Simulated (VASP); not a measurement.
Set up this calculation in VASP 6.6.1, as the native input.

- Task: single point
- Functional: PBE
- Potentials or basis: VASP PAW PBE potentials, release 64 (Zn, Cu)
- Cutoff: 600 eV
- k mesh: 9 × 9 × 9
- Occupations: fermi-dirac, width 0.05 eV
- Spin: no spin polarisation
- Dipole correction: no
- Further INCAR settings: ALGO = Normal; EDIFF = 1e-06; NBANDS = 18

The structure of ZnCu lies in POSCAR:

```
ZnCu
1.0
    2.8848810902      0.0000000000      0.0000000000
    0.0000000000      2.8848810902      0.0000000000
    0.0000000000      0.0000000000      2.8848810902
Zn Cu
1 1
Direct
    0.5000000000      0.5000000000      0.5000000000
    0.0000000000      0.0000000000      0.0000000000
```

These files were run (other wordings do the same):

INCAR

```
PREC     = Accurate       # precision mode
ENCUT    = 600            # plane-wave cutoff, eV
EDIFF    = 1E-6           # SCF threshold, eV
ISMEAR   = -1             # smearing method
SIGMA    = 0.05           # smearing width, eV
LREAL    = False          # projectors in reciprocal space
LASPH    = True           # aspherical terms in the spheres
NELM     = 120            # most SCF steps
ALGO     = Normal         # electronic algorithm
ISIF     = 2              # what is computed and relaxed
LWAVE    = False          # write WAVECAR
LCHARG   = False          # write CHGCAR
GGA      = PE             # functional
NBANDS   = 18             # bands
GGA_COMPAT= False
```

KPOINTS

```
Automatic mesh
0
Gamma
  9 9 9
```

Potentials or basis: VASP PAW PBE potentials, release 64 (Zn, Cu).

The run is started by

```console
$ cat potpaw_PBE.64/Zn/POTCAR potpaw_PBE.64/Cu/POTCAR > POTCAR
$ mpirun -np 1 vasp_std > vasp.out
```

It gave:

* Pressure: 12.3 GPa

Wall time 5.9 s on 1 thread of Intel(R) Xeon(R) 6975P-C (Granite Rapids) (shared host), peak memory 0.14 GiB.
